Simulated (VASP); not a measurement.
RbHg, 4 atoms in the cell. It takes space group Fd-3m (No. 227, cubic). The conventional cell has a = 8.201 Å, b = 8.201 Å, c = 8.201 Å, α = 90.00°, β = 90.00°, γ = 90.00°. Within 4.7 Å of Rb (site symmetry -43m) lie 4 Rb at 3.55 Å and 10 Hg at 3.55 to 4.10 Å. Within 4.7 Å of Hg (site symmetry -43m) lie 10 Rb at 3.55 to 4.10 Å and 4 Hg at 3.55 Å. 

| Property | Result |
| --- | --- |
| Program | VASP 6.6.1 |
| Task | single point |
| Functional | PBE |
| Potentials or basis | VASP PAW PBE potentials, release 64 (Rb_sv, Hg) |
| Cutoff | 520 eV |
| k mesh | 4 × 4 × 4 |
| Occupations | gaussian, width 0.1 eV |
| Spin | no spin polarisation |
| Dipole correction | no |
| Further INCAR settings | ALGO = Normal; EDIFF = 1e-06; NBANDS = 29 |

Potentials or basis: VASP PAW PBE potentials, release 64 (Rb_sv, Hg).

Command:

```bash
$ cat potpaw_PBE.64/Rb_sv/POTCAR potpaw_PBE.64/Hg/POTCAR > POTCAR
$ mpirun -np 1 vasp_std > vasp.out
```

Hardware: 1 thread of Oxide Virtual Turin-like Processor (shared host).

Task: Estimate the wall time of this run.

Result: Wall time 39 s on 1 thread of Oxide Virtual Turin-like Processor, on a shared host, peak memory 0.28 GiB. Counts: scf iterations 11, k points 8.
